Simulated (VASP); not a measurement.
# SrLiH3 (Pm-3m) in VASP: a series of runs

The runs below take SrLiH3 through relaxation of cell and atoms, with r2SCAN+rVV10, r2SCAN.

All numbers are computed with VASP 6.6.1; they aren't measurements. Logs are shortened: lines on timing, memory, paths and dates and some standing lists are left out, and cuts for length are marked.

## 1. The cell of the first run

It takes space group Pm-3m (No. 221, cubic). Conventional cell: a = 4.631 Å, b = 4.631 Å, c = 4.631 Å, α = 90.00°, β = 90.00°, γ = 90.00°. Li (site symmetry m-3m) has 12 H at 3.27 Å and 8 Sr at 4.01 Å within 4.3 Å. Sr (site symmetry m-3m) has 6 H at 2.32 Å within 3.1 Å. Within 3.1 Å of H (site symmetry 4/mmm) lie 2 Sr at 2.32 Å.

## 2. Relaxation of cell and atoms, r2SCAN+rVV10

Contents of POSCAR:

```
SrLiH3
1.0
    4.6307910000      0.0000000000      0.0000000000
    0.0000000000      4.6307910000      0.0000000000
    0.0000000000      0.0000000000      4.6307910000
Li Sr H
1 1 3
Direct
    0.0000000000      0.0000000000      0.0000000000
    0.5000000000      0.5000000000      0.5000000000
    0.0000000000      0.5000000000      0.5000000000
    0.5000000000      0.0000000000      0.5000000000
    0.5000000000      0.5000000000      0.0000000000
```

Contents of INCAR.step1:

```
PREC = Accurate ; ENCUT = 600
ISMEAR = 0 ; SIGMA = 0.01
LREAL = False ; LASPH = True
NELM = 80 ; GGA = PE
ALGO = Normal ; EDIFF = 1E-4
LWAVE = True ; LCHARG = False
```

Contents of INCAR.step2:

```
PREC = Accurate ; ENCUT = 600
EDIFF = 1E-6 ; ISMEAR = 0
SIGMA = 0.01 ; LREAL = False
LASPH = True ; NELM = 80
ALGO = Normal ; ISIF = 3
LWAVE = False ; LCHARG = False
METAGGA = R2SCAN ; LMIXTAU = True
LUSE_VDW = True ; IVDW_NL = 2
BPARAM = 11.95 ; CPARAM = 0.0093
IBRION = 2 ; NSW = 80
EDIFFG = -0.02 ; ISTART = 1
```

Contents of KPOINTS:

```
regular mesh
0
Gamma
  4 4 4
```

Potentials or basis: VASP PAW PBE potentials, release 64 (Li_sv, Sr_sv, H).

Run with:

```
$ cat potpaw_PBE.64/Li_sv/POTCAR potpaw_PBE.64/Sr_sv/POTCAR potpaw_PBE.64/H/POTCAR > POTCAR
$ cp INCAR.step1 INCAR
$ mpirun -np 1 vasp_std > vasp.out
$ cp INCAR.step2 INCAR
$ mpirun -np 1 vasp_std > vasp.out
```

OUTCAR:

```text
PREC = Accurate
   ENCUT = 600
   EDIFF = 1E-6
   ISMEAR = 0
   LREAL = False
   LASPH = True
   NELM = 80
   ISIF = 3
   METAGGA = R2SCAN
   IVDW_NL = 2
   BPARAM = 11.95
   IBRION = 2
   NSW = 80
   EDIFFG = -0.02
   ISTART = 1

 ion  position               nearest neighbor table
   1  0.000  0.000  0.000-
   2  0.500  0.500  0.500-   3 2.32   4 2.32   5 2.32   5 2.32   4 2.32   3 2.32
   3  0.000  0.500  0.500-   2 2.32   2 2.32
   4  0.500  0.000  0.500-   2 2.32   2 2.32
   5  0.500  0.500  0.000-   2 2.32   2 2.32

  LATTYP: Found a simple cubic cell.
 ALAT       =     4.6307910000

  Lattice vectors:

 A1 = (   4.6307910000,   0.0000000000,   0.0000000000)
 A2 = (   0.0000000000,   4.6307910000,   0.0000000000)
 A3 = (   0.0000000000,   0.0000000000,   4.6307910000)

Analysis of symmetry for initial positions (statically):
=====================================================================
 Subroutine PRICEL returns:
 Original cell was already a primitive cell.

 Routine SETGRP: Setting up the symmetry group for a
 simple cubic supercell.

 Subroutine GETGRP returns: Found 48 space group operations
 (whereof 48 operations were pure point group operations)
 out of a pool of 48 trial point group operations.

The static configuration has the point symmetry O_h .

Analysis of symmetry for dynamics (positions and initial velocities):
=====================================================================
 Subroutine PRICEL returns:
 Original cell was already a primitive cell.

 Routine SETGRP: Setting up the symmetry group for a
 simple cubic supercell.

 Subroutine GETGRP returns: Found 48 space group operations
 (whereof 48 operations were pure point group operations)
 out of a pool of 48 trial point group operations.

The dynamic configuration has the point symmetry O_h .

 Subroutine INISYM returns: Found 48 space group operations
 (whereof 48 operations are pure point group operations),
 and found     1 'primitive' translations

----------------------------------------------------------------------------------------

                                     Primitive cell

  volume of cell :      99.3037

  direct lattice vectors                    reciprocal lattice vectors
     4.630791000  0.000000000  0.000000000     0.215945829  0.000000000  0.000000000
     0.000000000  4.630791000  0.000000000     0.000000000  0.215945829  0.000000000
     0.000000000  0.000000000  4.630791000     0.000000000  0.000000000  0.215945829

  length of vectors
     4.630791000  4.630791000  4.630791000     0.215945829  0.215945829  0.215945829

  position of ions in fractional coordinates (direct lattice)
     0.000000000  0.000000000  0.000000000
     0.500000000  0.500000000  0.500000000
     0.000000000  0.500000000  0.500000000
     0.500000000  0.000000000  0.500000000
     0.500000000  0.500000000  0.000000000

  ion indices of the primitive-cell ions
   primitive index   ion index
                 1           1
                 2           2
                 3           3
                 4           4
                 5           5

----------------------------------------------------------------------------------------

 KPOINTS: regular mesh

Automatic generation of k-mesh.
 Grid dimensions read from file:
 generate k-points for:    4    4    4

 Generating k-lattice:

  Cartesian coordinates                     Fractional coordinates (reciprocal lattice)
     0.053986457  0.000000000  0.000000000     0.250000000  0.000000000  0.000000000
     0.000000000  0.053986457  0.000000000     0.000000000  0.250000000  0.000000000
     0.000000000  0.000000000  0.053986457     0.000000000  0.000000000  0.250000000

  Length of vectors
     0.053986457  0.053986457  0.053986457

  Shift w.r.t. Gamma in fractional coordinates (k-lattice)
     0.000000000  0.000000000  0.000000000

 Subroutine IBZKPT returns following result:
 ===========================================

 Found     10 irreducible k-points:

 Following reciprocal coordinates:
            Coordinates               Weight
  0.000000  0.000000  0.000000      1.000000
  0.250000  0.000000  0.000000      6.000000
  0.500000  0.000000  0.000000      3.000000
  0.250000  0.250000  0.000000     12.000000
  0.500000  0.250000  0.000000     12.000000
  0.500000  0.500000  0.000000      3.000000
  0.250000  0.250000  0.250000      8.000000
  0.500000  0.250000  0.250000     12.000000
  0.500000  0.500000  0.250000      6.000000
  0.500000  0.500000  0.500000      1.000000
   k-points           NKPTS =     10   k-points in BZ     NKDIM =     10   number of bands    NBANDS=     12
   number of dos      NEDOS =    301   number of ions     NIONS =      5
   total plane-waves  NPLWV =  64000
   dimension x,y,z NGX =    40 NGY =   40 NGZ =   40
   dimension x,y,z NGXF=    80 NGYF=   80 NGZF=   80
   ions per type =               1   1   3
   NGX,Y,Z   is equivalent  to a cutoff of  14.36, 14.36, 14.36 a.u.
   NGXF,Y,Z  is equivalent  to a cutoff of  28.72, 28.72, 28.72 a.u.
 SYSTEM =  unknown system
   PREC   = accura    normal or accurate (medium, high low for compatibility)
   ISTART =      1    job   : 0-new  1-cont  2-samecut
   ICHARG =      0    charge: 1-file 2-atom 10-const
   ISPIN  =      1    spin polarized calculation?
   LNONCOLLINEAR =      F non collinear calculations
   LSORBIT =      F    spin-orbit coupling
   LASPH  =      T    aspherical Exc in radial PAW
   ENCUT  =  600.0 eV  44.10 Ry    6.64 a.u.   9.25  9.25  9.25*2*pi/ulx,y,z
   NELM   =     80;   NELMIN=  2; NELMDL=  0     # of ELM steps
   EDIFF  = 0.1E-05   stopping-criterion for ELM
   LREAL  =      F    real-space projection
   EDIFFG = -.2E-01   stopping-criterion for IOM
   NSW    =     80    number of steps for IOM
   IBRION =      2    ionic relax: 0-MD 1-quasi-New 2-CG
   NFREE  =      1    steps in history (QN), initial steepest desc. (CG)
   ISIF   =      3    stress and relaxation
   ISYM   =      2    0-nonsym 1-usesym 2-fastsym
   POTIM  = 0.5000    time-step for ionic-motion
   TEBEG  =    0.0;   TEEND  =   0.0 temperature during run
   PSTRESS=    0.0 pullay stress
   NELECT =      16.0000    total number of electrons
   NUPDOWN=      -1.0000    fix difference up-down
   EMIN   =  10.00;   EMAX   =-10.00  energy-range for DOS
   EFERMI =   0.00;   METHOD = LEGACY
   ISMEAR =     0;   SIGMA  =   0.01  broadening in eV -4-tet -1-fermi 0-gaus
   EFERMI_NEDOS =   21; number of points for ismear=-14 and -15
   IALGO  =     38    algorithm
   IMIX   =      4    mixing-type and parameters
     AMIX     =   0.40;   BMIX     =  1.00
     AMIX_MAG =   1.60;   BMIX_MAG =  1.00
  volume/ion in A,a.u.               =      19.86       134.03
  Fermi-wavevector in a.u.,A,eV,Ry     =   0.890826  1.683417 10.797193  0.793571
  Thomas-Fermi vector in A             =   2.012567
   LORBIT       =      0    0 simple, 1 ext, 2 COOP (PROOUT), +10 PAW based schemes
   METAGGA = R2SCAN    functional components
   LHFCALC =     F    Hartree Fock is set to
   AEXX    =    0.0000 exact exchange contribution
   IVDW_NL    =     2    kernel type
   BPARAM     =11.9500
   IVDW    =     0    specifies the selected vdW correction
   LEPSILON=     F    determine dielectric tensor
   LRPA    =     F    only Hartree local field effects (RPA)
 conjugate gradient relaxation of ions
 non-spin polarized calculation
 Gauss-broadening in eV      SIGMA  =   0.01
  energy-cutoff  :      600.00
  volume of cell :       99.30
 maximum number of plane-waves:      3362
 NGX is ok and might be reduce to    40
   NGX = 19   NGY = 19   NGZ = 19

 number of electron      16.0000012 magnetization

 Free energy of the ion-electron system (eV)
  ---------------------------------------------------
  ext. energy  EPLUGINS =         0.00000000
  ---------------------------------------------------
  free energy    TOTEN  =       -27.91933831 eV

  energy without entropy =      -27.91933831  energy(sigma->0) =      -27.91933831

 E-fermi :  -1.5431     XC(G=0):  -7.0429

 val. band max:       -1.7333720961   @ k =   0.5000   0.5000   0.5000
 cond. band min:       0.5634020564   @ k =   0.5000   0.5000   0.0000
 fundamental gap:      2.2967741525
 Fermi energy:        -1.5430742898

 k-point     1 :       0.0000    0.0000    0.0000
  band No.  band energies     occupation
      1     -50.7087      2.00000
      2     -35.6215      2.00000
      3     -17.0610      2.00000
      4     -17.0610      2.00000
      5     -17.0610      2.00000
      6      -4.8205      2.00000
      7      -2.6489      2.00000
      8      -2.6489      2.00000
      9       4.0285      0.00000
     10       4.0285      0.00000
     11       4.0285      0.00000
     12       4.3019      0.00000

 k-point     2 :       0.2500    0.0000    0.0000
  band No.  band energies     occupation
      1     -50.7087      2.00000
      2     -35.6199      2.00000
      3     -17.1203      2.00000
      4     -17.0584      2.00000
      5     -17.0584      2.00000
      6      -4.4433      2.00000
      7      -2.5815      2.00000
      8      -2.5400      2.00000
      9       2.8541      0.00000
     10       3.7339      0.00000
     11       3.7339      0.00000
     12       5.1964      0.00000
[... 91 lines left out ...]
 k-point     9 :       0.5000    0.5000    0.2500
  band No.  band energies     occupation
      1     -50.7087      2.00000
      2     -35.6139      2.00000
      3     -17.1681      2.00000
      4     -17.1681      2.00000
      5     -17.1085      2.00000
      6      -2.4849      2.00000
      7      -1.9629      2.00000
      8      -1.9629      2.00000
      9       0.7961      0.00000
     10       2.0381      0.00000
     11       2.0381      0.00000
     12       4.4788      0.00000

 k-point    10 :       0.5000    0.5000    0.5000
  band No.  band energies     occupation
      1     -50.7087      2.00000
      2     -35.6124      2.00000
      3     -17.1647      2.00000
      4     -17.1647      2.00000
      5     -17.1647      2.00000
      6      -1.7334      2.00000
      7      -1.7334      2.00000
      8      -1.7334      2.00000
      9       1.1218      0.00000
     10       1.1218      0.00000
     11       1.1218      0.00000
     12       3.5389      0.00000

------------------------ aborting loop because EDIFF is reached ----------------------------------------

  FORCE on cell =-STRESS in cart. coord.  units (eV):
  Direction    XX          YY          ZZ          XY          YZ          ZX
  --------------------------------------------------------------------------------------
  -------------------------------------------------------------------------------------
  Total        0.0969122      0.0969122      0.0969122     -0.0000000      0.0000000     -0.0000000
  in kB        1.5635916      1.5635916      1.5635916     -0.0000000      0.0000000     -0.0000000
  external PRESSURE =       1.5635916 kB  Pullay stress =       0.0000000 kB

 VOLUME and BASIS-vectors are now :
 -----------------------------------------------------------------------------
  energy-cutoff  :      600.00
  volume of cell :       99.30
      direct lattice vectors                 reciprocal lattice vectors
     4.630791000  0.000000000  0.000000000     0.215945829  0.000000000  0.000000000
     0.000000000  4.630791000  0.000000000     0.000000000  0.215945829  0.000000000
     0.000000000  0.000000000  4.630791000     0.000000000  0.000000000  0.215945829

 POSITION                                       TOTAL-FORCE (eV/Angst)
 -----------------------------------------------------------------------------------
      0.00000      0.00000      0.00000         0.000000      0.000000      0.000000
      2.31540      2.31540      2.31540         0.000000      0.000000      0.000000
      0.00000      2.31540      2.31540         0.000000      0.000000      0.000000
      2.31540      0.00000      2.31540         0.000000      0.000000      0.000000
      2.31540      2.31540      0.00000         0.000000      0.000000      0.000000
 -----------------------------------------------------------------------------------
    total drift:                                0.000000      0.000000     -0.000000

  FREE ENERGIE OF THE ION-ELECTRON SYSTEM (eV)
  ---------------------------------------------------
  free  energy   TOTEN  =       -27.9193383074 eV

  energy  without entropy=      -27.9193383074  energy(sigma->0) =      -27.91933831

 reached required accuracy - stopping structural energy minimisation
```

It took 3.5 min on 1 thread of AMD EPYC 7R13, shared host; peak memory 0.5 GiB.

What came out:

| Quantity | Value |
| --- | --- |
| Free energy | -27.9193 eV |
| Pressure after relaxing | 0.2 GPa |
| Band gap on the k mesh | 2.30 eV (least direct gap 2.70 eV) |

Final structure:
```
CELL_PARAMETERS angstrom
4.63079 0.00000 0.00000
0.00000 4.63079 0.00000
0.00000 0.00000 4.63079
ATOMIC_POSITIONS crystal
Li 0.00000 0.00000 0.00000
Sr 0.50000 0.50000 0.50000
H 0.00000 0.50000 0.50000
H 0.50000 0.00000 0.50000
H 0.50000 0.50000 0.00000
```

Caveat: the cutoff is under 1.25 times the usual one of these potentials, so pressure, stress and relaxed cells hold a basis-set (Pulay) error; the relaxation stopped at its first step, so nothing moved; the PAW data sets were made with another functional, which shifts forces and pressure a little.

(Part 1 of 2 ends here.)
